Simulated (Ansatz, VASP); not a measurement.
**One calculation of Sb, two programs**

```xyz
1
Lattice="3.1600 0.0000 0.0000 0.0000 3.1600 0.0000 0.0000 0.0000 3.1600" Properties=species:S:1:pos:R:3 pbc="T T T"
Sb    0.0000    0.0000    0.0000
```

Alike in both runs: task single point; functional PBEsol; k mesh 5 × 5 × 5; occupations fermi-dirac, width 0.03 eV; no spin polarisation.

|  | VASP | Ansatz |
| --- | --- | --- |
| version | VASP 6.6.1 | Ansatz 0.2.0 |
| potentials or method | VASP PAW PBE potentials, release 64 (Sb), cutoff 520 eV | all-electron LAPW, scalar-relativistic |

Ansatz gave:

| Property | Result |
| --- | --- |
| gap on the k mesh at the Fermi level (eV) | none |
| pressure (GPa) | -4.8 |

Question: What did VASP give for the same quantities?

Answer: gap on the k mesh at the Fermi level (eV): none; pressure (GPa): -4.7.

VASP's potentials were made for PBE, not for PBEsol. A gap of «none» marks a metal or a gap that the smearing closes. Ansatz ran all-electron here, and VASP with PAW potentials.

The k mesh is coarse, so the values compare programs but aren't converged. Neither program's run includes spin-orbit coupling. Noted on Ansatz's run: the k mesh is thin for a metal, which can move the energy by tens of meV per atom.
